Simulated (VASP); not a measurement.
A run of VASP 6.6.1 is set up as follows.

Contents of INCAR:

```
PREC = Accurate
ENCUT = 500
EDIFF = 1E-6
ISMEAR = 0
SIGMA = 0.1
LREAL = F
LASPH = T
NELM = 120
ALGO = Normal
ISIF = 2
LWAVE = F
LCHARG = F
GGA = PS
NBANDS = 18
GGA_COMPAT = F
```

Contents of KPOINTS:

```
Automatic mesh
0
Gamma
  9 9 20
```

File POSCAR:

```
Cl
1.0
    6.3945773790      0.0000000000      0.0000000000
   -3.1972886895      5.5378664567      0.0000000000
    0.0000000000      0.0000000000      2.2565146423
Cl
3
Direct
    0.0000000000      0.0000000000      0.0000000000
    0.3333333333      0.6666666667      0.5000000000
    0.6666666667      0.3333333333      0.5000000000
```

Potentials or basis: VASP PAW PBE potentials, release 64 (Cl).

Run with:

```console
$ cat potpaw_PBE.64/Cl/POTCAR > POTCAR
$ mpirun -np 1 vasp_std > vasp.out
```

(1) Predict the band gap on the k mesh.

(2) Predict the pressure.

Answers

(1) zero (an odd number of electrons rules out a gap without spin polarisation).

(2) -0.2 GPa.

Caveat: the PAW data sets were made with another functional, which shifts forces and pressure a little; an odd number of electrons without spin polarisation forces a metal; a magnetic or distorted state may lie lower.
